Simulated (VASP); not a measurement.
Nb:

```xyz
1
Lattice="-1.6640 1.6640 1.6640 1.6640 -1.6640 1.6640 1.6640 1.6640 -1.6640" Properties=species:S:1:pos:R:3 pbc="T T T"
Nb    0.0000    0.0000    0.0000
```

- Program: VASP 6.6.1
- Task: relaxation of cell and atoms
- Functional: r2SCAN
- Potentials or basis: VASP PAW PBE potentials, release 64 (Nb_sv)
- Cutoff: 600 eV
- k mesh: 11 × 11 × 11
- Occupations: methfessel-paxton, width 0.02 eV
- Spin: no spin polarisation

At the start: pressure -3.3 GPa; volume 18.43 Å³/atom.

Q: How do energy, volume and symmetry change on relaxing?

A: Over 3 steps the energy falls by 3.5 meV/atom and the volume is 18.10 Å³/atom (-1.8 %); space group Im-3m (No. 229, to 0.1 Å) before and after.

Step by step:
| step | energy change (eV) | largest force (eV/Å) | pressure (GPa) | volume (Å³) |
| --- | --- | --- | --- | --- |
| 1 | 0.0000 | 0.0000 | -3.31 | 18.43 |
| 2 | 0.0116 | 0.0000 | 7.49 | 17.43 |
| 3 | -0.0035 | 0.0000 | -0.01 | 18.10 |

Final structure:
```xyz
1
Lattice="-1.6540 1.6540 1.6540 1.6540 -1.6540 1.6540 1.6540 1.6540 -1.6540" Properties=species:S:1:pos:R:3 pbc="T T T"
Nb    0.0000    0.0000    0.0000
```

Caveat: the PAW data sets were made with another functional, which shifts forces and pressure a little.
